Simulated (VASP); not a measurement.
# Si (a cell with a defect) in VASP: relaxation of the atoms with PBE+D3(BJ)

Aim: the relaxation of the atoms of Si (a cell with a defect) with PBE+D3(BJ).

All numbers are computed with VASP 6.6.1; they aren't measurements. Logs are shortened: lines on timing, memory, paths and dates and some standing lists are left out, and cuts for length are marked.

## 1. The cell of the first run

The cell holds a defect, 17 atoms: a = 7.679 Å, b = 7.679 Å, c = 7.679 Å, α = 60.00°, β = 60.00°, γ = 60.00°.

## 2. Relaxation of the atoms, PBE+D3(BJ)

INCAR

```
SYSTEM = Si
PREC = Accurate
ENCUT = 520
EDIFF = 1E-6
ISMEAR = 0
SIGMA = 0.02
LREAL = Auto
LASPH = .TRUE.
NELM = 100
ALGO = Normal
ISIF = 2
LWAVE = .FALSE.
LCHARG = .FALSE.
GGA = PE
IVDW = 12
IBRION = 2
NSW = 80
EDIFFG = -0.03
```

KPOINTS

```
Automatic mesh
0
G
  2 2 2
  0 0 0
```

POSCAR

```
Si
1.0
    0.0000000000      5.4300000000      5.4300000000
    5.4300000000      0.0000000000      5.4300000000
    5.4300000000      5.4300000000      0.0000000000
Si
17
Direct
    0.0000000000      0.0000000000      0.0000000000
    0.1250000000      0.1250000000      0.1250000000
    0.0000000000      0.0000000000      0.5000000000
    0.1250000000      0.1250000000      0.6250000000
    0.0000000000      0.5000000000      0.0000000000
    0.1250000000      0.6250000000      0.1250000000
    0.0000000000      0.5000000000      0.5000000000
    0.1250000000      0.6250000000      0.6250000000
    0.5000000000      0.0000000000      0.0000000000
    0.6250000000      0.1250000000      0.1250000000
    0.5000000000      0.0000000000      0.5000000000
    0.6250000000      0.1250000000      0.6250000000
    0.5000000000      0.5000000000      0.0000000000
    0.6250000000      0.6250000000      0.1250000000
    0.5000000000      0.5000000000      0.5000000000
    0.6250000000      0.6250000000      0.6250000000
    0.7518857200      0.7466100600      0.7410271500
```

Potentials or basis: VASP PAW PBE potentials, release 64 (Si).

Launch:

```bash
$ cat potpaw_PBE.64/Si/POTCAR > POTCAR
$ mpirun -np 1 vasp_std > vasp.out
```

OUTCAR:

```text
SYSTEM = Si
   PREC = Accurate
   ENCUT = 520
   EDIFF = 1E-6
   ISMEAR = 0
   LREAL = Auto
   LASPH = .TRUE.
   NELM = 100
   ISIF = 2
   GGA = PE
   IVDW = 12
   IBRION = 2
   NSW = 80
   EDIFFG = -0.03
 IVDW          = 12

 ion  position               nearest neighbor table
   1  0.000  0.000  0.000-   2 2.35   4 2.35   6 2.35  10 2.35
   2  0.125  0.125  0.125-   1 2.35   3 2.35   5 2.35   9 2.35
   3  0.000  0.000  0.500-   2 2.35   4 2.35   8 2.35  12 2.35  17 2.72
   4  0.125  0.125  0.625-   1 2.35   3 2.35   7 2.35  11 2.35
   5  0.000  0.500  0.000-   2 2.35   6 2.35   8 2.35  14 2.35  17 2.75
   6  0.125  0.625  0.125-   1 2.35   5 2.35   7 2.35  13 2.35
   7  0.000  0.500  0.500-   4 2.35   6 2.35   8 2.35  16 2.35  17 2.65
   8  0.125  0.625  0.625-  17 2.34   5 2.35   7 2.35  15 2.35   3 2.35
   9  0.500  0.000  0.000-   2 2.35  10 2.35  12 2.35  14 2.35  17 2.78
  10  0.625  0.125  0.125-   1 2.35   9 2.35  11 2.35  13 2.35
  11  0.500  0.000  0.500-   4 2.35  10 2.35  12 2.35  16 2.35  17 2.68
  12  0.625  0.125  0.625-   3 2.35   9 2.35  11 2.35  15 2.35  17 2.37
  13  0.500  0.500  0.000-   6 2.35  10 2.35  14 2.35  16 2.35  17 2.71
  14  0.625  0.625  0.125-   5 2.35   9 2.35  13 2.35  15 2.35  17 2.41
  15  0.500  0.500  0.500-   8 2.35  12 2.35  14 2.35  16 2.35
  16  0.625  0.625  0.625-  17 2.29  11 2.35  13 2.35  15 2.35   7 2.35
  17  0.752  0.747  0.741-  16 2.29   8 2.34  12 2.37  14 2.41   7 2.65  11 2.68  13 2.71   3 2.72
                             5 2.75   9 2.78

  LATTYP: Found a face centered cubic cell.
 ALAT       =    10.8600000000

  Lattice vectors:

 A1 = (   0.0000000000,   5.4300000000,   5.4300000000)
 A2 = (   5.4300000000,   0.0000000000,   5.4300000000)
 A3 = (   5.4300000000,   5.4300000000,   0.0000000000)

Analysis of symmetry for initial positions (statically):
=====================================================================
 Subroutine PRICEL returns:
 Original cell was already a primitive cell.

 Routine SETGRP: Setting up the symmetry group for a
 face centered cubic supercell.

 Subroutine GETGRP returns: Found  1 space group operations
 (whereof  1 operations were pure point group operations)
 out of a pool of 48 trial point group operations.

The static configuration has the point symmetry C_1 .

Analysis of symmetry for dynamics (positions and initial velocities):
=====================================================================
 Subroutine PRICEL returns:
 Original cell was already a primitive cell.

 Routine SETGRP: Setting up the symmetry group for a
 face centered cubic supercell.

 Subroutine GETGRP returns: Found  1 space group operations
 (whereof  1 operations were pure point group operations)
 out of a pool of 48 trial point group operations.

The dynamic configuration has the point symmetry C_1 .

 Subroutine INISYM returns: Found  1 space group operations
 (whereof  1 operations are pure point group operations),
 and found     1 'primitive' translations

----------------------------------------------------------------------------------------

                                     Primitive cell

  volume of cell :     320.2060

  direct lattice vectors                    reciprocal lattice vectors
     0.000000000  5.430000000  5.430000000    -0.092081031  0.092081031  0.092081031
     5.430000000  0.000000000  5.430000000     0.092081031 -0.092081031  0.092081031
     5.430000000  5.430000000  0.000000000     0.092081031  0.092081031 -0.092081031

  length of vectors
     7.679179644  7.679179644  7.679179644     0.159489025  0.159489025  0.159489025

  position of ions in fractional coordinates (direct lattice)
     0.000000000  0.000000000  0.000000000
     0.125000000  0.125000000  0.125000000
     0.000000000  0.000000000  0.500000000
     0.125000000  0.125000000  0.625000000
     0.000000000  0.500000000  0.000000000
     0.125000000  0.625000000  0.125000000
[... 9 lines left out ...]
     0.625000000  0.625000000  0.625000000
     0.751885720  0.746610060  0.741027150

  ion indices of the primitive-cell ions
   primitive index   ion index
                 1           1
                 2           2
                 3           3
                 4           4
                 5           5
                 6           6
[... 9 lines left out ...]
                16          16
                17          17

----------------------------------------------------------------------------------------

 KPOINTS: Automatic mesh

Automatic generation of k-mesh.
 Grid dimensions read from file:
 generate k-points for:    2    2    2

 Generating k-lattice:

  Cartesian coordinates                     Fractional coordinates (reciprocal lattice)
    -0.046040516  0.046040516  0.046040516     0.500000000  0.000000000  0.000000000
     0.046040516 -0.046040516  0.046040516     0.000000000  0.500000000  0.000000000
     0.046040516  0.046040516 -0.046040516     0.000000000  0.000000000  0.500000000

  Length of vectors
     0.079744512  0.079744512  0.079744512

  Shift w.r.t. Gamma in fractional coordinates (k-lattice)
     0.000000000  0.000000000  0.000000000

 Subroutine IBZKPT returns following result:
 ===========================================

 Found      8 irreducible k-points:

 Following reciprocal coordinates:
            Coordinates               Weight
  0.000000  0.000000  0.000000      1.000000
  0.500000  0.000000  0.000000      1.000000
  0.000000  0.500000  0.000000      1.000000
  0.000000  0.000000  0.500000      1.000000
  0.500000  0.500000  0.500000      1.000000
  0.500000  0.500000  0.000000      1.000000
  0.000000  0.500000  0.500000      1.000000
  0.500000  0.000000  0.500000      1.000000
   k-points           NKPTS =      8   k-points in BZ     NKDIM =      8   number of bands    NBANDS=     43
   number of dos      NEDOS =    301   number of ions     NIONS =     17
   total plane-waves  NPLWV = 216000
   dimension x,y,z NGX =    60 NGY =   60 NGZ =   60
   dimension x,y,z NGXF=   120 NGYF=  120 NGZF=  120
   ions per type =              17
   NGX,Y,Z   is equivalent  to a cutoff of  12.99, 12.99, 12.99 a.u.
   NGXF,Y,Z  is equivalent  to a cutoff of  25.98, 25.98, 25.98 a.u.
 SYSTEM =  Si
   PREC   = accura    normal or accurate (medium, high low for compatibility)
   ISTART =      0    job   : 0-new  1-cont  2-samecut
   ICHARG =      2    charge: 1-file 2-atom 10-const
   ISPIN  =      1    spin polarized calculation?
   LNONCOLLINEAR =      F non collinear calculations
   LSORBIT =      F    spin-orbit coupling
   LASPH  =      T    aspherical Exc in radial PAW
   ENCUT  =  520.0 eV  38.22 Ry    6.18 a.u.  14.28 14.28 14.28*2*pi/ulx,y,z
   NELM   =    100;   NELMIN=  2; NELMDL= -5     # of ELM steps
   EDIFF  = 0.1E-05   stopping-criterion for ELM
   LREAL  =      T    real-space projection
   EDIFFG = -.3E-01   stopping-criterion for IOM
   NSW    =     80    number of steps for IOM
   IBRION =      2    ionic relax: 0-MD 1-quasi-New 2-CG
   NFREE  =      1    steps in history (QN), initial steepest desc. (CG)
   ISIF   =      2    stress and relaxation
   ISYM   =      2    0-nonsym 1-usesym 2-fastsym
   POTIM  = 0.5000    time-step for ionic-motion
   TEBEG  =    0.0;   TEEND  =   0.0 temperature during run
   PSTRESS=    0.0 pullay stress
   NELECT =      68.0000    total number of electrons
   NUPDOWN=      -1.0000    fix difference up-down
   EMIN   =  10.00;   EMAX   =-10.00  energy-range for DOS
   EFERMI =   0.00;   METHOD = LEGACY
   ISMEAR =     0;   SIGMA  =   0.02  broadening in eV -4-tet -1-fermi 0-gaus
   EFERMI_NEDOS =   21; number of points for ismear=-14 and -15
   IALGO  =     38    algorithm
   IMIX   =      4    mixing-type and parameters
     AMIX     =   0.40;   BMIX     =  1.00
     AMIX_MAG =   1.60;   BMIX_MAG =  1.00
  volume/ion in A,a.u.               =      18.84       127.11
  Fermi-wavevector in a.u.,A,eV,Ry     =   0.976715  1.845724 12.979587  0.953973
  Thomas-Fermi vector in A             =   2.107356
   LORBIT       =      0    0 simple, 1 ext, 2 COOP (PROOUT), +10 PAW based schemes
   GGA     = PE    functional components
   LHFCALC =     F    Hartree Fock is set to
   AEXX    =    0.0000 exact exchange contribution
   IVDW    =    12    specifies the selected vdW correction
   LEPSILON=     F    determine dielectric tensor
   LRPA    =     F    only Hartree local field effects (RPA)
 conjugate gradient relaxation of ions
 non-spin polarized calculation
 Gauss-broadening in eV      SIGMA  =   0.02
  energy-cutoff  :      520.00
  volume of cell :      320.21
 maximum number of plane-waves:      8646
 NGX is ok and might be reduce to    60
   NGX = 29   NGY = 29   NGZ = 29

--------------------------------------- Ionic step        1  -------------------------------------------

 number of electron      68.0000003 magnetization

 Free energy of the ion-electron system (eV)
  ---------------------------------------------------
  ext. energy  EPLUGINS =         0.00000000
  ---------------------------------------------------
  free energy    TOTEN  =       -87.84207213 eV

  energy without entropy =      -87.83824648  energy(sigma->0) =      -87.84015930

------------------------ aborting loop because EDIFF is reached ----------------------------------------

 Edisp (eV)   -5.64467

 E8    (eV) :    -2.3351

  FORCE on cell =-STRESS in cart. coord.  units (eV):
  Direction    XX          YY          ZZ          XY          YZ          ZX
  --------------------------------------------------------------------------------------
  -------------------------------------------------------------------------------------
  Total       5.89894     5.81677     5.77411     0.14829     0.86240     0.50469
  in kB      29.51581    29.10470    28.89121     0.74198     4.31508     2.52528
  external pressure =       29.17 kB  Pullay stress =        0.00 kB
[... 311 lines left out ...]
  energy  without entropy=      -93.6287267454  energy(sigma->0) =      -93.63065471

--------------------------------------- Ionic step        7  -------------------------------------------

 number of electron      68.0000000 magnetization

 Free energy of the ion-electron system (eV)
  ---------------------------------------------------
  ext. energy  EPLUGINS =         0.00000000
  ---------------------------------------------------
  free energy    TOTEN  =       -87.98945398 eV

  energy without entropy =      -87.98559767  energy(sigma->0) =      -87.98752583

 E-fermi :   6.9196     XC(G=0):  -9.6741

 val. band max:        6.6854715218   @ k =   0.0000   0.0000   0.0000
 cond. band min:       6.9255437038   @ k =   0.5000   0.5000   0.0000
 fundamental gap:      0.2400721820
 Fermi energy:         6.9196253119

 k-point     1 :       0.0000    0.0000    0.0000
  band No.  band energies     occupation
      1      -6.3198      2.00000
      2      -3.7752      2.00000
      3      -3.6301      2.00000
      4      -3.6285      2.00000
      5      -3.6272      2.00000
      6      -2.8038      2.00000
[... 405 lines left out ...]
  FREE ENERGIE OF THE ION-ELECTRON SYSTEM (eV)
  ---------------------------------------------------
  free  energy   TOTEN  =       -93.6328177050 eV

  energy  without entropy=      -93.6289613999  energy(sigma->0) =      -93.63088955

 reached required accuracy - stopping structural energy minimisation
```

It took 16 min on 1 thread of Oxide Virtual Turin-like, shared host; peak memory 0.5 GiB.

Results:

* Free energy: -93.6328 eV
* Energy gained by relaxing: 8.6 meV/atom
* Ionic steps: 7
* Pressure after relaxing: 2.4 GPa
* Largest force after relaxing: 0.027 eV/Å
* Band gap on the k mesh: zero (bands 34 and 35 overlap by 0.25 eV)
* Dispersion energy per atom: -0.332 eV

Forces on the atoms (eV/Å):
```
Si   0.003  0.002  0.002
Si  -0.002 -0.005 -0.009
Si   0.000  0.010 -0.010
Si  -0.002 -0.005  0.008
Si  -0.005 -0.009  0.013
Si   0.003  0.007 -0.005
Si   0.011 -0.005 -0.007
Si  -0.023  0.003  0.010
Si  -0.007 -0.002  0.008
Si   0.005  0.004 -0.001
Si  -0.009  0.009 -0.013
Si   0.001 -0.021  0.013
Si  -0.016 -0.018  0.008
Si   0.007  0.012 -0.018
Si   0.018  0.007 -0.005
Si  -0.008 -0.001  0.005
Si   0.024  0.012 -0.001
```

The path:
| step | energy change (eV) | largest force (eV/Å) | pressure (GPa) |
| --- | --- | --- | --- |
| 1 | 0.0000 | 1.3458 | 2.92 |
| 2 | -0.1393 | 0.2275 | 2.40 |
| 3 | -0.1395 | 0.2543 | 2.39 |
| 4 | -0.1446 | 0.1055 | 2.38 |
| 5 | -0.1447 | 0.1086 | 2.37 |
| 6 | -0.1458 | 0.0598 | 2.38 |
| 7 | -0.1461 | 0.0274 | 2.39 |

Final structure:
```yaml
crystal:
  lattice:
    - [0.00000, 5.43000, 5.43000]
    - [5.43000, 0.00000, 5.43000]
    - [5.43000, 5.43000, 0.00000]
  atoms:
    - { symbol: Si, position: [0.99997, 0.00003, 0.00011] }
    - { symbol: Si, position: [0.12475, 0.12463, 0.12451] }
    - { symbol: Si, position: [0.00310, 0.00296, 0.49688] }
    - { symbol: Si, position: [0.12449, 0.12438, 0.62651] }
    - { symbol: Si, position: [0.00312, 0.49697, 0.00281] }
    - { symbol: Si, position: [0.12457, 0.62639, 0.12434] }
    - { symbol: Si, position: [0.00300, 0.49685, 0.49681] }
    - { symbol: Si, position: [0.13170, 0.62278, 0.62285] }
    - { symbol: Si, position: [0.49707, 0.00296, 0.00282] }
    - { symbol: Si, position: [0.62628, 0.12453, 0.12441] }
    - { symbol: Si, position: [0.49693, 0.00286, 0.49685] }
    - { symbol: Si, position: [0.62316, 0.13049, 0.62324] }
    - { symbol: Si, position: [0.49698, 0.49693, 0.00274] }
    - { symbol: Si, position: [0.62360, 0.62362, 0.12918] }
    - { symbol: Si, position: [0.50051, 0.49918, 0.49774] }
    - { symbol: Si, position: [0.62200, 0.62207, 0.62216] }
    - { symbol: Si, position: [0.75066, 0.74898, 0.74709] }
```

Levels at points of the mesh, in eV from the Fermi level:
| k point | band 30 | band 31 | band 32 | band 33 | band 34 | band 35 | band 36 | band 37 | band 38 | band 39 |
| --- | --- | --- | --- | --- | --- | --- | --- | --- | --- | --- |
| (0.00, 0.00, 0.00) | -1.76 | -0.83 | -0.83 | -0.83 | -0.26 | -0.25 | -0.23 | 0.08 | 0.08 | 0.39 |
| (0.50, 0.00, 0.00) | -1.59 | -1.57 | -1.44 | -1.44 | -0.35 | 0.52 | 0.54 | 0.89 | 0.89 | 1.28 |
| (0.00, 0.50, 0.00) | -1.59 | -1.57 | -1.44 | -1.44 | -0.35 | 0.51 | 0.54 | 0.89 | 0.89 | 1.28 |
| (0.00, 0.00, 0.50) | -1.59 | -1.58 | -1.44 | -1.44 | -0.35 | 0.52 | 0.54 | 0.89 | 0.89 | 1.28 |
| (0.50, 0.50, 0.50) | -1.59 | -1.58 | -1.44 | -1.44 | -0.35 | 0.53 | 0.54 | 0.89 | 0.89 | 1.28 |
| (0.50, 0.50, 0.00) | -2.03 | -2.03 | -1.90 | -1.00 | 0.01 | 0.70 | 1.02 | 1.02 | 1.14 | 1.89 |
| (0.00, 0.50, 0.50) | -2.03 | -2.03 | -1.90 | -1.00 | 0.01 | 0.71 | 1.01 | 1.02 | 1.14 | 1.89 |
| (0.50, 0.00, 0.50) | -2.03 | -2.03 | -1.90 | -1.00 | 0.01 | 0.70 | 1.01 | 1.02 | 1.14 | 1.89 |

Caveat: the k points lie up to 0.50 Å⁻¹ apart.
